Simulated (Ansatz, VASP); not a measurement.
# Ni in VASP and in Ansatz

```
Ni
1.0
     2.02007    0.00000    0.00000
     0.00000    2.02007    0.00000
     0.00000    0.00000    2.02007
Ni
1
Cartesian
  0.0000 0.0000 0.0000
```

Alike in both runs: task single point; functional r2SCAN; dispersion D4; k mesh 18 × 18 × 18; occupations tetrahedron; collinear spin.

|  | VASP | Ansatz |
| --- | --- | --- |
| version | VASP 6.6.1 | Ansatz 0.2.0 |
| potentials or method | VASP PAW PBE potentials, release 64 (Ni) | PAW with Ansatz's default frozen-core files, scalar-relativistic |
| plane-wave cutoff (eV) | 520 | 500 |
| valence electrons in the cell | 10 | 18 |

```csv
,VASP,Ansatz,Ansatz less VASP
gap on the k mesh at the Fermi level (eV),none,none,-
net moment per atom (μB),0.30,0.30,-0.005
size of the moment on the site where the two differ most (μB),0.30,0.30,+0.006
```

VASP's potentials were made for PBE, not for r2SCAN. Site moments also hang on the region over which each program counts them. A gap of «none» marks a metal or a gap that the smearing closes. VASP's potentials hold 10 valence electrons a cell and Ansatz's 18, so a difference there can come from the potentials and not from the codes. Ansatz's warnings: band table not solved further, stability check not made, tetrahedron derivatives may miss energy slope.
